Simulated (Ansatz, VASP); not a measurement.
MgO in VASP and in Ansatz

Contents of INCAR:

```
SYSTEM = MgO
ALGO     = Normal         ! electronic algorithm
EDIFF    = 1E-6           ! SCF threshold, eV
ENCUT    = 520            ! plane-wave cutoff, eV
GGA      = CA             ! functional
ISIF     = 2              ! what is computed and relaxed
ISMEAR   = 0              ! smearing method
LASPH    = .TRUE.         ! aspherical terms in the spheres
LCHARG   = .TRUE.         ! write CHGCAR
LELF     = .TRUE.         ! ELF
LREAL    = .FALSE.        ! projectors in reciprocal space
LVHAR    = .TRUE.       
LWAVE    = .FALSE.        ! write WAVECAR
NBANDS   = 11             ! bands
NELM     = 80             ! most SCF steps
PREC     = Accurate       ! precision mode
SIGMA    = 0.01           ! smearing width, eV
```

File KPOINTS:

```
k-points
0
G
  6 6 6
  0 0 0
```

File POSCAR:

```
MgO
1.0
    0.0000000000      2.0472995000      2.0472995000
    2.0472995000      0.0000000000      2.0472995000
    2.0472995000      2.0472995000      0.0000000000
Mg O
1 1
Direct
    0.0000000000      0.0000000000      0.0000000000
    0.5000000000      0.5000000000      0.5000000000
```

Input for Ansatz:

```yaml
crystal:
  atoms:
  - position: [0.0, 0.0, 0.0]
    symbol: Mg
  - position: [0.5, 0.5, 0.5]
    symbol: O
  lattice:
  - [0.0, 2.0472995, 2.0472995]
  - [2.0472995, 0.0, 2.0472995]
  - [2.0472995, 2.0472995, 0.0]
hamiltonian:
  dispersion: none
  pseudopotentials:
    kind: all_electron
    lapw: {}
    relativity: scalar
  xc: lda
kpoints:
  mp_grid:
    grid: [6, 6, 6]
    shift: [0, 0, 0]
magnetization: {spin_polarized: false}
output: {forces: true, stress: true}
scf:
  occupations: {method: fixed}
```

Alike in both runs: task single point; functional LDA; k mesh 6 × 6 × 6; no spin polarisation.

|  | VASP | Ansatz |
| --- | --- | --- |
| version | VASP 6.6.1 | Ansatz 0.2 development build |
| potentials or method | VASP PAW LDA potentials, release 64 (Mg, O), cutoff 520 eV | all-electron full-potential LAPW, scalar-relativistic |
| occupations | gaussian, width 0.01 eV | fixed |

VASP gave:

* gap on the k mesh at the Fermi level (eV): 5.53
* pressure (GPa): 7.2

**Question.** What did Ansatz give for the same quantities?

**Answer.** gap on the k mesh at the Fermi level (eV): 5.53; pressure (GPa): 9.2.

LDA's correlation is that of Perdew and Zunger in VASP and of Perdew and Wang (1992) in Ansatz. Ansatz ran all-electron here, and VASP with PAW potentials.

The k mesh is coarse, so the values compare programs but aren't converged.
